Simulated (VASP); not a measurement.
Set up this calculation in VASP 6.6.1, as the native input.

- Task: single point
- Functional: LDA
- Potentials or basis: VASP PAW LDA potentials, release 64 (Hf_pv, C)
- Cutoff: 520 eV
- k mesh: 12 × 12 × 12
- Occupations: fermi-dirac, width 0.05 eV
- Spin: no spin polarisation
- Dipole correction: no
- Further INCAR settings: ALGO = Normal; EDIFF = 1e-06; NBANDS = 14

The structure of HfC lies in POSCAR:

```
HfC
1.0
    0.0000000000      2.3250000000      2.3017500000
    2.3250000000      0.0000000000      2.3017500000
    2.3250000000      2.3250000000      0.0000000000
Hf C
1 1
Direct
    0.5000000000      0.5000000000      0.5000000000
    0.0000000000      0.0000000000      0.0000000000
```

This cell differs from its parent crystal: zz strain of -1 %.

These files were run (other wordings do the same):

INCAR

```
SYSTEM = HfC
ALGO = Normal
EDIFF = 1E-6
ENCUT = 520
ISIF = 2
ISMEAR = -1
LASPH = .TRUE.
LCHARG = .FALSE.
LREAL = .FALSE.
LWAVE = .FALSE.
NBANDS = 14
NELM = 80
PREC = Accurate
SIGMA = 0.05
```

KPOINTS

```
k-points
0
G
  12 12 12
  0 0 0
```

Potentials or basis: VASP PAW LDA potentials, release 64 (Hf_pv, C).

Run with:

```sh
$ cat potpaw_LDA.64/Hf_pv/POTCAR potpaw_LDA.64/C/POTCAR > POTCAR
$ mpirun -np 1 vasp_std > vasp.out
```

It gave:

| Property | Result |
| --- | --- |
| Pressure | -9.3 GPa |
| Band gap on the k mesh | zero (band 7 reaches 6.99 eV, above the bottom of band 8 at 5.45 eV) |

Caveat: the cell differs from its parent crystal (zz strain of -1 %); spin-orbit coupling is left out, which moves the levels of the heavy elements.

Wall time 32 s on 1 thread of AMD EPYC 7R13 Processor (Zen 3) (shared host), peak memory 0.14 GiB.
